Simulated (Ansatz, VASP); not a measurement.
## AlGa2 in VASP and in Ansatz

File INCAR:

```
  PREC = Accurate
  ENCUT = 600
  EDIFF = 1E-6
  ISMEAR = 0
  SIGMA = 0.1
  LREAL = False
  LASPH = True
  NELM = 80
  ALGO = Normal
  ISIF = 3
  LWAVE = False
  LCHARG = False
  GGA = PE
  IBRION = 2
  NSW = 90
  EDIFFG = -0.04
```

The input KPOINTS:

```
Automatic mesh
0
Gamma
  6 6 6
```

Contents of POSCAR:

```
AlGa2
1.0
    4.3654110400      0.0000000000      0.0000000000
   -2.1827055200      3.7805568600      0.0000000000
    0.0000000000      0.0000000000      3.1397672000
Al Ga
1 2
Direct
    0.0000000000      0.0000000000      0.5000000000
    0.3333333300      0.6666666700      0.0000000000
    0.6666666700      0.3333333300      0.0000000000
```

Input for Ansatz:

```yaml
crystal:
  lattice:
    - [4.36541104, 0.0, 0.0]
    - [-2.18270552, 3.78055686, 0.0]
    - [0.0, 0.0, 3.1397672]
  atoms:
    - { symbol: Al, position: [0.0, 0.0, 0.5] }
    - { symbol: Ga, position: [0.33333333, 0.66666667, 0.0] }
    - { symbol: Ga, position: [0.66666667, 0.33333333, 0.0] }
basis:
  ecutwfc: 420
kpoints:
  mp_grid: { grid: [6, 6, 6] }
hamiltonian:
  xc: pbe
scf:
  occupations: { method: gaussian, width: 0.1 }
  lower_state_search: "off"
output:
  forces: true
  stress: true
  eigenvalues: true
relax:
  adjacent_minimum: "off"
  f_tol: 0.04
  max_steps: 70
  cell: { stress_tol: 0.4 }
```

Alike in both runs: task relaxation of cell and atoms; functional PBE; k mesh 6 × 6 × 6; occupations gaussian, width 0.1 eV; no spin polarisation.

```csv
,VASP,Ansatz
version,VASP 6.6.1,Ansatz 0.2.0
potentials or method,"VASP PAW PBE potentials, release 64 (Al, Ga_d), cutoff 600 eV","scalar-relativistic, plane waves, PAW"
valence electrons in the cell,29,29
```

```tsv
	VASP	Ansatz	Ansatz less VASP
gap on the k mesh at the Fermi level, each at its own relaxed structure (eV)	none	none	-
relaxed volume (Å³/atom)	18.16	18.15	-0.010
relaxed length of the cell vector where the two differ most in proportion (Å)	2.865	2.869	+0.0037
```

A gap of «none» marks a metal or a gap that the smearing closes.
